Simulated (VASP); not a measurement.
# GaN (Cmc2_1) in VASP: single point with PBE

Aim: the single point of GaN with PBE.

All numbers are computed with VASP 6.6.1; they aren't measurements. Logs are shortened: lines on timing, memory, paths and dates and some standing lists are left out, and cuts for length are marked.

## Step 1: The cell of the first run

It takes space group Cmc2_1 (No. 36, orthorhombic). Conventional cell: a = 3.130 Å, b = 5.702 Å, c = 5.018 Å, α = 90.00°, β = 90.00°, γ = 90.00°. Ga (site symmetry m) has 4 N at 1.93 to 1.95 Å within 2.6 Å. N (site symmetry m) has 4 Ga at 1.93 to 1.95 Å within 2.6 Å.

## Step 2: Single point, PBE

Contents of INCAR:

```
  ALGO = Normal
  EDIFF = 1E-6
  ENCUT = 600
  GGA = PE
  GGA_COMPAT = F
  ISIF = 2
  ISMEAR = 0
  LASPH = T
  LCHARG = F
  LREAL = F
  LWAVE = F
  NBANDS = 26
  NELM = 120
  PREC = Accurate
  SIGMA = 0.02
```

Contents of KPOINTS:

```
k-points
0
Gamma
  9 6 9
```

Contents of POSCAR:

```
GaN
1.0
    3.1302084203      0.0000000000      0.0000000000
    0.0000000000      5.0180433215      0.0000000000
   -1.5651042102      0.0000000000      2.8509827737
Ga N
2 2
Direct
    0.3348077232      0.4951553236      0.6696154464
    0.6651922768      0.9951553236      0.3303845536
    0.3382701185      0.8798446764      0.6765402371
    0.6617298815      0.3798446764      0.3234597629
```

Potentials or basis: VASP PAW PBE potentials, release 64 (Ga_d, N).

Run with:

```sh
> cat potpaw_PBE.64/Ga_d/POTCAR potpaw_PBE.64/N/POTCAR > POTCAR
> mpirun -np 1 vasp_std > vasp.out
```

OUTCAR:

```text
EDIFF = 1E-6
   ENCUT = 600
   GGA = PE
   ISIF = 2
   ISMEAR = 0
   LASPH = T
   LREAL = F
   NELM = 120
   PREC = Accurate

 ion  position               nearest neighbor table
   1  0.335  0.495  0.670-   3 1.93   4 1.94   4 1.94   4 1.95
   2  0.665  0.995  0.330-   4 1.93   3 1.94   3 1.94   3 1.95
   3  0.338  0.880  0.677-   1 1.93   2 1.94   2 1.94   2 1.95
   4  0.662  0.380  0.323-   2 1.93   1 1.94   1 1.94   1 1.95

  LATTYP: Found a base centered orthorhombic cell.
 ALAT       =     3.1302084203
 B/A-ratio  =     1.8215929362
 C/A-ratio  =     1.6031019816

  Lattice vectors:

 A1 = (  -1.5651042101,   0.0000000000,  -2.8509827737)
 A2 = (  -1.5651042102,   0.0000000000,   2.8509827737)
 A3 = (   0.0000000000,   5.0180433215,   0.0000000000)

Analysis of symmetry for initial positions (statically):
=====================================================================
 Subroutine PRICEL returns:
 Original cell was already a primitive cell.

 Routine SETGRP: Setting up the symmetry group for a
 base centered orthorhombic supercell.

 Subroutine GETGRP returns: Found  4 space group operations
 (whereof  2 operations were pure point group operations)
 out of a pool of  8 trial point group operations.

The static configuration has the point symmetry C_1h.
 The point group associated with its full space group is C_2v.

Analysis of symmetry for dynamics (positions and initial velocities):
=====================================================================
 Subroutine PRICEL returns:
 Original cell was already a primitive cell.

 Routine SETGRP: Setting up the symmetry group for a
 base centered orthorhombic supercell.

 Subroutine GETGRP returns: Found  4 space group operations
 (whereof  2 operations were pure point group operations)
 out of a pool of  8 trial point group operations.

The dynamic configuration has the point symmetry C_1h.
 The point group associated with its full space group is C_2v.

 Subroutine INISYM returns: Found  4 space group operations
 (whereof  2 operations are pure point group operations),
 and found     1 'primitive' translations

----------------------------------------------------------------------------------------

                                     Primitive cell

  volume of cell :      44.7819
[... 85 lines left out ...]
   ISTART =      0    job   : 0-new  1-cont  2-samecut
   ICHARG =      2    charge: 1-file 2-atom 10-const
   ISPIN  =      1    spin polarized calculation?
   LNONCOLLINEAR =      F non collinear calculations
   LSORBIT =      F    spin-orbit coupling
   LASPH  =      T    aspherical Exc in radial PAW
   ENCUT  =  600.0 eV  44.10 Ry    6.64 a.u.   6.25 10.02  6.50*2*pi/ulx,y,z
   NELM   =    120;   NELMIN=  2; NELMDL= -5     # of ELM steps
   EDIFF  = 0.1E-05   stopping-criterion for ELM
   LREAL  =      F    real-space projection
   EDIFFG = 0.1E-04   stopping-criterion for IOM
   NSW    =      0    number of steps for IOM
   IBRION =     -1    ionic relax: 0-MD 1-quasi-New 2-CG
   NFREE  =      0    steps in history (QN), initial steepest desc. (CG)
   ISIF   =      2    stress and relaxation
   ISYM   =      2    0-nonsym 1-usesym 2-fastsym
   POTIM  = 0.5000    time-step for ionic-motion
   TEBEG  =    0.0;   TEEND  =   0.0 temperature during run
   PSTRESS=    0.0 pullay stress
   NELECT =      36.0000    total number of electrons
   NUPDOWN=      -1.0000    fix difference up-down
   EMIN   =  10.00;   EMAX   =-10.00  energy-range for DOS
   EFERMI =   0.00;   METHOD = LEGACY
   ISMEAR =     0;   SIGMA  =   0.02  broadening in eV -4-tet -1-fermi 0-gaus
   EFERMI_NEDOS =   21; number of points for ismear=-14 and -15
   IALGO  =     38    algorithm
   IMIX   =      4    mixing-type and parameters
     AMIX     =   0.40;   BMIX     =  1.00
     AMIX_MAG =   1.60;   BMIX_MAG =  1.00
  volume/ion in A,a.u.               =      11.20        75.55
  Fermi-wavevector in a.u.,A,eV,Ry     =   1.522211  2.876562 31.526426  2.317127
  Thomas-Fermi vector in A             =   2.630821
   LORBIT       =      0    0 simple, 1 ext, 2 COOP (PROOUT), +10 PAW based schemes
   GGA     = PE    functional components
   LHFCALC =     F    Hartree Fock is set to
   AEXX    =    0.0000 exact exchange contribution
   IVDW    =     0    specifies the selected vdW correction
   LEPSILON=     F    determine dielectric tensor
   LRPA    =     F    only Hartree local field effects (RPA)
 non-spin polarized calculation
 Gauss-broadening in eV      SIGMA  =   0.02
  energy-cutoff  :      600.00
  volume of cell :       44.78
 maximum number of plane-waves:      1512
 NGX is ok and might be reduce to    28
   NGX = 13   NGY = 21   NGZ = 13

 number of electron      35.9999993 magnetization

 Free energy of the ion-electron system (eV)
  ---------------------------------------------------
  ext. energy  EPLUGINS =         0.00000000
  ---------------------------------------------------
  free energy    TOTEN  =       -24.18204886 eV

  energy without entropy =      -24.18204886  energy(sigma->0) =      -24.18204886

 E-fermi :   5.7701     XC(G=0): -11.7777

 val. band max:        5.6527237773   @ k =   0.0000   0.0000   0.0000
 cond. band min:       7.5981982284   @ k =   0.0000   0.0000   0.0000
 fundamental gap:      1.9454744511
 Fermi energy:         5.7701269807

 k-point     1 :       0.0000    0.0000    0.0000
  band No.  band energies     occupation
      1     -10.6079      2.00000
      2      -9.6068      2.00000
      3      -7.9237      2.00000
      4      -7.9087      2.00000
      5      -7.8840      2.00000
      6      -7.8480      2.00000
[... 685 lines left out ...]
     25      17.5347      0.00000
     26      18.9239      0.00000

 [... further k-points ...]
[... 5 lines left out ...]
  --------------------------------------------------------------------------------------
  -------------------------------------------------------------------------------------
  Total        3.0736504      4.6381101     -0.0364368      0.0000000      0.0000000      0.0000000
  in kB      109.9671045    165.9393480     -1.3036126      0.0000000      0.0000000      0.0000000
  external PRESSURE =      91.5342800 kB  Pullay stress =       0.0000000 kB

 VOLUME and BASIS-vectors are now :
 -----------------------------------------------------------------------------
  energy-cutoff  :      600.00
  volume of cell :       44.78
      direct lattice vectors                 reciprocal lattice vectors
     3.130208420  0.000000000  0.000000000     0.319467545  0.000000000  0.175378120
     0.000000000  5.018043322  0.000000000     0.000000000  0.199280862  0.000000000
    -1.565104210  0.000000000  2.850982774     0.000000000  0.000000000  0.350756241

 POSITION                                       TOTAL-FORCE (eV/Angst)
 -----------------------------------------------------------------------------------
     -0.00000      2.48471      1.90906         0.000000      0.003359     -0.001380
      1.56510      4.99373      0.94192        -0.000000      0.003359      0.001380
     -0.00000      4.41510      1.92880         0.000000     -0.003359     -0.001034
      1.56510      1.90608      0.92218        -0.000000     -0.003359      0.001034
 -----------------------------------------------------------------------------------
    total drift:                                0.000007     -0.000220     -0.000013

  FREE ENERGIE OF THE ION-ELECTRON SYSTEM (eV)
  ---------------------------------------------------
  free  energy   TOTEN  =       -24.1820488627 eV

  energy  without entropy=      -24.1820488627  energy(sigma->0) =      -24.18204886
```

OSZICAR:

```text
N       E                     dE             d eps       ncg     rms          rms(c)
DAV:   1     0.295325020079E+03    0.29533E+03   -0.19151E+04  5690   0.283E+03
DAV:   2     0.113806713909E+02   -0.28394E+03   -0.26728E+03  5520   0.523E+02
DAV:   3    -0.268992967432E+02   -0.38280E+02   -0.37702E+02  6228   0.152E+02
DAV:   4    -0.282497644755E+02   -0.13505E+01   -0.13438E+01  6000   0.306E+01
DAV:   5    -0.282794252371E+02   -0.29661E-01   -0.29620E-01  6426   0.441E+00    0.110E+01
DAV:   6    -0.240964463707E+02    0.41830E+01   -0.98857E+00  8610   0.505E+01    0.301E+00
DAV:   7    -0.242008238458E+02   -0.10438E+00   -0.15146E+00  5534   0.963E+00    0.271E+00
DAV:   8    -0.241959297859E+02    0.48941E-02   -0.14366E-01  8328   0.540E+00    0.772E-01
DAV:   9    -0.241814630212E+02    0.14467E-01   -0.50503E-02  8562   0.391E+00    0.318E-01
DAV:  10    -0.241821176732E+02   -0.65465E-03   -0.38558E-03  5512   0.496E-01    0.593E-02
DAV:  11    -0.241820449050E+02    0.72768E-04   -0.64600E-04  7462   0.476E-01    0.350E-02
DAV:  12    -0.241820472879E+02   -0.23830E-05   -0.70639E-05  5654   0.712E-02    0.190E-02
DAV:  13    -0.241820490100E+02   -0.17220E-05   -0.23467E-05  7238   0.467E-02    0.115E-02
DAV:  14    -0.241820488627E+02    0.14727E-06   -0.48248E-06  5410   0.187E-02
   1 F= -.24182049E+02 E0= -.24182049E+02  d E =-.251513E-19
```

stdout:

```text
POSCAR found type information on POSCAR GaN
 POSCAR found :  2 types and       4 ions
 scaLAPACK will be used
 LDA part: xc-table for (Slater+PW92), standard interpolation
 POSCAR, INCAR and KPOINTS ok, starting setup
 FFT: planning ... GRIDC
 FFT: planning ... GRID_SOFT
 FFT: planning ... GRID
 WAVECAR not read
 entering main loop
```

Wall time 2.3 min (1 thread of Intel Xeon 8259CL, shared host); peak memory 0.26 GiB.

What came out:

| Quantity | Value |
| --- | --- |
| Free energy | -24.1820 eV |
| Pressure | 9.2 GPa |
| Largest force | 0.004 eV/Å |
| Band gap on the k mesh | 1.95 eV |

Forces in eV/Å, atoms in the order of the input:
```
Ga   0.000  0.003 -0.001
Ga   0.000  0.003  0.001
N    0.000 -0.003 -0.001
N    0.000 -0.003  0.001
```

Caveat: the stress differs along the axes, from -0 to 17 GPa.
